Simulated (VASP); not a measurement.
Runs of VASP 6.6.1 on AlSn. The structure is that of space group P-6m2 (No. 187), or close to it. The cells are those of the table. 

```tsv
cell	gap on the mesh (eV)	pressure (GPa)
a = 4.122, b = 4.122, c = 3.247 Å, angles 90.0, 90.0, 120.0°, 2 atoms	none	2.8
a = 4.307, b = 4.307, c = 3.393 Å, angles 90.0, 90.0, 120.0°, 2 atoms	none	(a)
a = 4.271, b = 4.271, c = 3.365 Å, angles 90.0, 90.0, 120.0°, 2 atoms	none	-2.3
a = 4.235, b = 4.235, c = 3.336 Å, angles 90.0, 90.0, 120.0°, 2 atoms	none	-1.3
a = 4.198, b = 4.198, c = 3.307 Å, angles 90.0, 90.0, 120.0°, 2 atoms	none	(b)
```

Alike in all rows: task single point; level PBE; potentials or basis VASP PAW PBE potentials, release 64 (Al, Sn_d); no spin polarisation; k mesh 8 × 8 × 9; cutoff (eV) 520; smearing methfessel-paxton 0.1 eV.

**Question.** Estimate the missing entries.

**Answer.** (a) -3.0; (b) -0.2.

Caveats: spin-orbit coupling is left out, which moves the levels of the heavy elements; the cell stands under tension (at least some runs).

A k mesh can miss the band edges, and the runs leave out spin-orbit coupling on Sn.

A gap of «none» marks levels without a gap at the run's occupations.
